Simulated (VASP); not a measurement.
Wanted: the native input for a VASP 6.6.1 run.

- Task: single point
- Functional: PBE
- Potentials or basis: VASP PAW PBE potentials, release 64 (Rh_pv)
- Cutoff: 520 eV
- k mesh: 18 × 18 × 10
- Occupations: gaussian, width 0.15 eV
- Spin: no spin polarisation
- Dipole correction: no
- Further INCAR settings: ALGO = Fast; EDIFF = 1e-06; NBANDS = 22

The structure of Rh lies in POSCAR:

```
Rh
1.0
    2.8611000000      0.0000000000      0.0000000000
   -1.4305500000      2.4777852828      0.0000000000
    0.0000000000      0.0000000000      4.5956000000
Rh
2
Direct
    0.6666666667      0.3333333333      0.7500000000
    0.3333333333      0.6666666667      0.2500000000
```

This isn't the form of Rh at room conditions, which is fcc.

The input as run:

INCAR

```
ALGO = Fast ; EDIFF = 1E-6
ENCUT = 520 ; GGA = PE
ISIF = 2 ; ISMEAR = 0
LASPH = True ; LCHARG = True
LELF = True ; LREAL = False
LVHAR = True ; LWAVE = False
NBANDS = 22 ; NELM = 60
PREC = Accurate ; SIGMA = 0.15
```

KPOINTS

```
k-points
0
Gamma
  18 18 10
```

Potentials or basis: VASP PAW PBE potentials, release 64 (Rh_pv).

The run is started by

```bash
$ cat potpaw_PBE.64/Rh_pv/POTCAR > POTCAR
$ mpirun -np 1 vasp_std > vasp.out
```

It gave:

The pressure is -25.1 GPa. The band gap on the k mesh is zero (bands 15 and 16 overlap by 1.80 eV).

Caveat: the cell stands under tension.

Run time: 4.2 min on 1 thread of AMD EPYC 7R43 64-Core Processor (Zen 3), with other jobs on the host, peak memory 0.2 GiB.
